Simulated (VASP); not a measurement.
# Si2C (P4/mmm) in VASP: relaxation of cell and atoms with PBE

Aim: the relaxation of cell and atoms of Si2C with PBE.

All numbers are computed with VASP 6.6.1; they aren't measurements. Logs are shortened: lines on timing, memory, paths and dates and some standing lists are left out, and cuts for length are marked.

**1. The cell of the first run**

It takes space group P4/mmm (No. 123, tetragonal). Conventional cell: a = 3.950 Å, b = 3.950 Å, c = 4.828 Å, α = 90.00°, β = 90.00°, γ = 90.00°. Si (site symmetry 2mm) has 4 C at 2.03 to 2.81 Å and 6 Si at 2.36 to 2.79 Å within 2.9 Å. C (site symmetry 4mm) has 1 C at 1.51 Å and 4 Si at 2.03 Å within 2.1 Å.

The cell was built from a structure type or drawn by symmetry, and may not be a known phase.

**2. Relaxation of cell and atoms, PBE**

INCAR reads:

```
PREC     = Accurate       # precision mode
ENCUT    = 600            # plane-wave cutoff, eV
EDIFF    = 1E-7           # SCF threshold, eV
ISMEAR   = 0              # smearing method
SIGMA    = 0.1            # smearing width, eV
LREAL    = False          # projectors in reciprocal space
LASPH    = True           # aspherical terms in the spheres
NELM     = 80             # most SCF steps
ALGO     = Normal         # electronic algorithm
ISIF     = 3              # what is computed and relaxed
LWAVE    = False          # write WAVECAR
LCHARG   = False          # write CHGCAR
GGA      = PE             # functional
IBRION   = 2              # ionic algorithm
NSW      = 100            # ionic steps
EDIFFG   = -0.01          # ionic threshold
```

KPOINTS reads:

```
regular mesh
0
Gamma
  10 10 8
```

POSCAR reads:

```
Si2C
1.0
    3.9495047698      0.0000000000      0.0000000000
    0.0000000000      3.9495047698      0.0000000000
    0.0000000000      0.0000000000      4.8281492350
Si C
4 2
Direct
    0.5000000000      0.0000000000      0.2559650400
    0.0000000000      0.5000000000      0.2559650400
    0.5000000000      0.0000000000      0.7440349600
    0.0000000000      0.5000000000      0.7440349600
    0.5000000000      0.5000000000      0.1567390038
    0.5000000000      0.5000000000      0.8432609962
```

Potentials or basis: VASP PAW PBE potentials, release 64 (Si, C).

Command:

```
$ cat potpaw_PBE.64/Si/POTCAR potpaw_PBE.64/C/POTCAR > POTCAR
$ mpirun -np 1 vasp_std > vasp.out
```

OUTCAR:

```text
PREC = Accurate
   ENCUT = 600
   EDIFF = 1E-7
   ISMEAR = 0
   LREAL = False
   LASPH = True
   NELM = 80
   ISIF = 3
   GGA = PE
   IBRION = 2
   NSW = 100
   EDIFFG = -0.01

 ion  position               nearest neighbor table
   1  0.500  0.000  0.256-   5 2.03   5 2.03   3 2.36   3 2.47   2 2.79   2 2.79   2 2.79   2 2.79

   2  0.000  0.500  0.256-   5 2.03   5 2.03   4 2.36   4 2.47   1 2.79   1 2.79   1 2.79   1 2.79

   3  0.500  0.000  0.744-   6 2.03   6 2.03   1 2.36   1 2.47   4 2.79   4 2.79   4 2.79   4 2.79

   4  0.000  0.500  0.744-   6 2.03   6 2.03   2 2.36   2 2.47   3 2.79   3 2.79   3 2.79   3 2.79

   5  0.500  0.500  0.157-   6 1.51   2 2.03   1 2.03   1 2.03   2 2.03
   6  0.500  0.500  0.843-   5 1.51   4 2.03   3 2.03   3 2.03   4 2.03

  LATTYP: Found a simple tetragonal cell.
 ALAT       =     3.9495047698
 C/A-ratio  =     1.2224695288

  Lattice vectors:

 A1 = (   3.9495047698,   0.0000000000,   0.0000000000)
 A2 = (   0.0000000000,   3.9495047698,   0.0000000000)
 A3 = (   0.0000000000,   0.0000000000,   4.8281492350)

Analysis of symmetry for initial positions (statically):
=====================================================================
 Subroutine PRICEL returns:
 Original cell was already a primitive cell.

 Routine SETGRP: Setting up the symmetry group for a
 simple tetragonal supercell.

 Subroutine GETGRP returns: Found 16 space group operations
 (whereof 16 operations were pure point group operations)
 out of a pool of 16 trial point group operations.

The static configuration has the point symmetry D_4h.

Analysis of symmetry for dynamics (positions and initial velocities):
=====================================================================
 Subroutine PRICEL returns:
 Original cell was already a primitive cell.

 Routine SETGRP: Setting up the symmetry group for a
 simple tetragonal supercell.

 Subroutine GETGRP returns: Found 16 space group operations
 (whereof 16 operations were pure point group operations)
 out of a pool of 16 trial point group operations.

The dynamic configuration has the point symmetry D_4h.

 Subroutine INISYM returns: Found 16 space group operations
 (whereof 16 operations are pure point group operations),
 and found     1 'primitive' translations

----------------------------------------------------------------------------------------

                                     Primitive cell

  volume of cell :      75.3123

  direct lattice vectors                    reciprocal lattice vectors
     3.949504770  0.000000000  0.000000000     0.253196301  0.000000000  0.000000000
     0.000000000  3.949504770  0.000000000     0.000000000  0.253196301  0.000000000
     0.000000000  0.000000000  4.828149235     0.000000000  0.000000000  0.207118701

  length of vectors
     3.949504770  3.949504770  4.828149235     0.253196301  0.253196301  0.207118701

  position of ions in fractional coordinates (direct lattice)
     0.500000000  0.000000000  0.255965040
     0.000000000  0.500000000  0.255965040
     0.500000000  0.000000000  0.744034960
     0.000000000  0.500000000  0.744034960
     0.500000000  0.500000000  0.156739004
     0.500000000  0.500000000  0.843260996

  ion indices of the primitive-cell ions
   primitive index   ion index
                 1           1
                 2           2
                 3           3
                 4           4
                 5           5
                 6           6

----------------------------------------------------------------------------------------

 KPOINTS: regular mesh

Automatic generation of k-mesh.
 Grid dimensions read from file:
 generate k-points for:   10   10    8

 Generating k-lattice:

  Cartesian coordinates                     Fractional coordinates (reciprocal lattice)
     0.025319630  0.000000000  0.000000000     0.100000000  0.000000000  0.000000000
     0.000000000  0.025319630  0.000000000     0.000000000  0.100000000  0.000000000
     0.000000000  0.000000000  0.025889838     0.000000000  0.000000000  0.125000000

  Length of vectors
     0.025319630  0.025319630  0.025889838

  Shift w.r.t. Gamma in fractional coordinates (k-lattice)
     0.000000000  0.000000000  0.000000000

 Subroutine IBZKPT returns following result:
 ===========================================

 Found    105 irreducible k-points:

 Following reciprocal coordinates:
            Coordinates               Weight
  0.000000  0.000000  0.000000      1.000000
  0.100000  0.000000  0.000000      4.000000
  0.200000  0.000000  0.000000      4.000000
  0.300000  0.000000  0.000000      4.000000
  0.400000  0.000000  0.000000      4.000000
  0.500000  0.000000  0.000000      2.000000
[... 16 lines left out ...]
  0.100000  0.000000  0.125000      8.000000
  0.200000  0.000000  0.125000      8.000000
 [... further k-points ...]
   k-points           NKPTS =    105   k-points in BZ     NKDIM =    105   number of bands    NBANDS=     16
   number of dos      NEDOS =    301   number of ions     NIONS =      6
   total plane-waves  NPLWV =  40960
   dimension x,y,z NGX =    32 NGY =   32 NGZ =   40
   dimension x,y,z NGXF=    64 NGYF=   64 NGZF=   80
   ions per type =               4   2
   NGX,Y,Z   is equivalent  to a cutoff of  13.47, 13.47, 13.77 a.u.
   NGXF,Y,Z  is equivalent  to a cutoff of  26.94, 26.94, 27.55 a.u.
 SYSTEM =  unknown system
   PREC   = accura    normal or accurate (medium, high low for compatibility)
   ISTART =      0    job   : 0-new  1-cont  2-samecut
   ICHARG =      2    charge: 1-file 2-atom 10-const
   ISPIN  =      1    spin polarized calculation?
   LNONCOLLINEAR =      F non collinear calculations
   LSORBIT =      F    spin-orbit coupling
   LASPH  =      T    aspherical Exc in radial PAW
   ENCUT  =  600.0 eV  44.10 Ry    6.64 a.u.   7.89  7.89  9.64*2*pi/ulx,y,z
   NELM   =     80;   NELMIN=  2; NELMDL= -5     # of ELM steps
   EDIFF  = 0.1E-06   stopping-criterion for ELM
   LREAL  =      F    real-space projection
   EDIFFG = -.1E-01   stopping-criterion for IOM
   NSW    =    100    number of steps for IOM
   IBRION =      2    ionic relax: 0-MD 1-quasi-New 2-CG
   NFREE  =      1    steps in history (QN), initial steepest desc. (CG)
   ISIF   =      3    stress and relaxation
   ISYM   =      2    0-nonsym 1-usesym 2-fastsym
   POTIM  = 0.5000    time-step for ionic-motion
   TEBEG  =    0.0;   TEEND  =   0.0 temperature during run
   PSTRESS=    0.0 pullay stress
   NELECT =      24.0000    total number of electrons
   NUPDOWN=      -1.0000    fix difference up-down
   EMIN   =  10.00;   EMAX   =-10.00  energy-range for DOS
   EFERMI =   0.00;   METHOD = LEGACY
   ISMEAR =     0;   SIGMA  =   0.10  broadening in eV -4-tet -1-fermi 0-gaus
   EFERMI_NEDOS =   21; number of points for ismear=-14 and -15
   IALGO  =     38    algorithm
   IMIX   =      4    mixing-type and parameters
     AMIX     =   0.40;   BMIX     =  1.00
     AMIX_MAG =   1.60;   BMIX_MAG =  1.00
  volume/ion in A,a.u.               =      12.55        84.71
  Fermi-wavevector in a.u.,A,eV,Ry     =   1.118210  2.113110 17.012629  1.250393
  Thomas-Fermi vector in A             =   2.254839
   LORBIT       =      0    0 simple, 1 ext, 2 COOP (PROOUT), +10 PAW based schemes
   GGA     = PE    functional components
   LHFCALC =     F    Hartree Fock is set to
   AEXX    =    0.0000 exact exchange contribution
   IVDW    =     0    specifies the selected vdW correction
   LEPSILON=     F    determine dielectric tensor
   LRPA    =     F    only Hartree local field effects (RPA)
 conjugate gradient relaxation of ions
 non-spin polarized calculation
 Gauss-broadening in eV      SIGMA  =   0.10
  energy-cutoff  :      600.00
  volume of cell :       75.31
 maximum number of plane-waves:      2535
 NGX is ok and might be reduce to    32
   NGX = 15   NGY = 15   NGZ = 19

--------------------------------------- Ionic step        1  -------------------------------------------

 number of electron      24.0000001 magnetization

 Free energy of the ion-electron system (eV)
  ---------------------------------------------------
  ext. energy  EPLUGINS =         0.00000000
  ---------------------------------------------------
  free energy    TOTEN  =       -35.40509512 eV

  energy without entropy =      -35.39895486  energy(sigma->0) =      -35.40202499

------------------------ aborting loop because EDIFF is reached ----------------------------------------

  FORCE on cell =-STRESS in cart. coord.  units (eV):
  Direction    XX          YY          ZZ          XY          YZ          ZX
  --------------------------------------------------------------------------------------
  -------------------------------------------------------------------------------------
  Total       -0.3061448     -0.3061448      0.8022389      0.0000000     -0.0000000      0.0000000
  in kB       -6.5128559     -6.5128559     17.0666524      0.0000000     -0.0000000      0.0000000
  external PRESSURE =       1.3469802 kB  Pullay stress =       0.0000000 kB
[... 225 lines left out ...]
  energy  without entropy=      -35.4100549154  energy(sigma->0) =      -35.41357366

--------------------------------------- Ionic step        7  -------------------------------------------

 number of electron      24.0000000 magnetization

 Free energy of the ion-electron system (eV)
  ---------------------------------------------------
  ext. energy  EPLUGINS =         0.00000000
  ---------------------------------------------------
  free energy    TOTEN  =       -35.41712954 eV

  energy without entropy =      -35.41002049  energy(sigma->0) =      -35.41357501

 E-fermi :   8.9762     XC(G=0): -11.0172

 val. band max:        8.9692589579   @ k =   0.2000   0.0000   0.1250
 cond. band min:       8.9947948123   @ k =   0.4000   0.1000   0.0000
 fundamental gap:      0.0255358544
 Fermi energy:         8.9761953751

 k-point     1 :       0.0000    0.0000    0.0000
  band No.  band energies     occupation
      1      -8.1453      2.00000
      2      -2.7385      2.00000
      3      -1.3857      2.00000
      4       1.0557      2.00000
      5       1.0557      2.00000
      6       2.5057      2.00000
[... 8 lines left out ...]
     15       9.5574      0.00000
     16      12.8106      0.00000
[... 420 lines left out ...]
  band No.  band energies     occupation
      1      -7.9021      2.00000
      2      -3.0285      2.00000
      3      -1.3573      2.00000
      4       0.1229      2.00000
      5       1.2555      2.00000
      6       2.9834      2.00000
[... 8 lines left out ...]
     15      10.8867      0.00000
     16      12.0121      0.00000

 [... further k-points ...]

------------------------ aborting loop because EDIFF is reached ----------------------------------------

  FORCE on cell =-STRESS in cart. coord.  units (eV):
  Direction    XX          YY          ZZ          XY          YZ          ZX
  --------------------------------------------------------------------------------------
  -------------------------------------------------------------------------------------
  Total        0.0154426      0.0154426      0.0144752      0.0000000      0.0000000      0.0000000
  in kB        0.3280845      0.3280845      0.3075327      0.0000000      0.0000000      0.0000000
  external PRESSURE =       0.3212339 kB  Pullay stress =       0.0000000 kB
[... 21 lines left out ...]
  FREE ENERGIE OF THE ION-ELECTRON SYSTEM (eV)
  ---------------------------------------------------
  free  energy   TOTEN  =       -35.4171295369 eV

  energy  without entropy=      -35.4100204904  energy(sigma->0) =      -35.41357501

 reached required accuracy - stopping structural energy minimisation
```

Wall time 11 min (1 thread of Intel Xeon 8259CL, shared host); peak memory 0.28 GiB.

Results:

- Free energy: -35.4171 eV
- Relaxed volume: 12.57 Å³/atom
- Relaxed cell: a = 3.938 Å, b = 3.938 Å, c = 4.864 Å, α = 90.00°, β = 90.00°, γ = 90.00°
- Space group after relaxing (to 0.1 Å): P4/mmm (No. 123)
- Energy gained by relaxing: 2.0 meV/atom
- Ionic steps: 7
- Pressure after relaxing: 0.0 GPa
- Band gap on the k mesh: zero (bands 12 and 13 overlap by 2.63 eV)

Forces in eV/Å, atoms in the order of the input:
```
Si   0.000  0.000  0.002
Si   0.000  0.000  0.002
Si   0.000  0.000 -0.002
Si   0.000  0.000 -0.002
C    0.000  0.000  0.000
C    0.000  0.000  0.000
```

The path:
```csv
step,energy change (eV),largest force (eV/Å),pressure (GPa),volume (Å³)
1,0.0000,0.3226,0.13,75.31
2,-0.0103,0.2150,-0.16,75.43
3,-0.0108,0.1826,-0.13,75.41
4,-0.0112,0.1679,0.34,75.32
5,-0.0118,0.0298,0.13,75.35
6,-0.0120,0.0141,0.00,75.43
7,-0.0120,0.0022,0.03,75.41
```

Final structure:
```xyz
6
Lattice="3.9376 0.0000 0.0000 0.0000 3.9376 0.0000 0.0000 0.0000 4.8639" Properties=species:S:1:pos:R:3 pbc="T T T"
Si    1.9688    0.0000    1.2577
Si    0.0000    1.9688    1.2577
Si    1.9688    0.0000    3.6061
Si    0.0000    1.9688    3.6061
C     1.9688    1.9688    0.7552
C     1.9688    1.9688    4.1087
```

Levels at points of the mesh, in eV from the Fermi level:
| k point | band 8 | band 9 | band 10 | band 11 | band 12 | band 13 | band 14 | band 15 | band 16 |
| --- | --- | --- | --- | --- | --- | --- | --- | --- | --- |
| (0.00, 0.00, 0.00) | -3.82 | -3.82 | -2.67 | -1.74 | -1.23 | 0.28 | 0.28 | 0.58 | 3.83 |
| (0.50, 0.00, 0.00) | -4.60 | -3.36 | -2.22 | -1.77 | -1.28 | 0.48 | 1.30 | 2.35 | 2.47 |
| (0.50, 0.50, 0.00) | -6.22 | -4.90 | -4.90 | -2.02 | 1.42 | 1.42 | 1.51 | 4.75 | 5.02 |
| (0.00, 0.00, 0.50) | -5.11 | -5.07 | -4.96 | -3.98 | 0.23 | 2.37 | 2.37 | 2.58 | 2.58 |
| (0.50, 0.00, 0.50) | -4.36 | -3.82 | -1.09 | -0.76 | -0.48 | -0.34 | 0.23 | 1.49 | 1.81 |
| (0.50, 0.50, 0.50) | -5.13 | -4.92 | -0.82 | -0.82 | 1.55 | 1.55 | 1.93 | 3.07 | 3.07 |
